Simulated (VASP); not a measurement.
AgBr, 2 atoms in the cell. The structure is cubic, space group Fm-3m (No. 225). The conventional cell has a = 5.842 Å, b = 5.842 Å, c = 5.842 Å, α = 90.00°, β = 90.00°, γ = 90.00°. Within 3.8 Å of Ag (site symmetry m-3m) lie 6 Br at 2.92 Å. Br (site symmetry m-3m) has 6 Ag at 2.92 Å within 3.8 Å. 

| Quantity | Value |
| --- | --- |
| Program | VASP 6.6.1 |
| Task | single point |
| Functional | r2SCAN |
| Potentials or basis | VASP PAW PBE potentials, release 64 (Ag, Br) |
| Cutoff | 550 eV |
| k mesh | 8 × 8 × 8 |
| Occupations | gaussian, width 0.02 eV |
| Spin | no spin polarisation |
| Dipole correction | no |
| Further INCAR settings | ALGO = Normal; EDIFF = 1e-06; NBANDS = 16 |

Potentials or basis: VASP PAW PBE potentials, release 64 (Ag, Br).

Run with:

```console
$ cat potpaw_PBE.64/Ag/POTCAR potpaw_PBE.64/Br/POTCAR > POTCAR
$ cp INCAR.step1 INCAR
$ mpirun -np 1 vasp_std > vasp.out
$ cp INCAR.step2 INCAR
$ mpirun -np 1 vasp_std > vasp.out
```

Hardware: 1 thread of Intel(R) Xeon(R) Platinum 8259CL CPU @ 2.50GHz (Skylake/Cascade Lake) (shared host).

Task: Estimate the wall time of this run.

Result: Run time: 70 s on 1 thread of Intel(R) Xeon(R) Platinum 8259CL CPU @ 2.50GHz (Skylake/Cascade Lake), on a shared host, peak memory 0.19 GiB. Counts: k points 29.
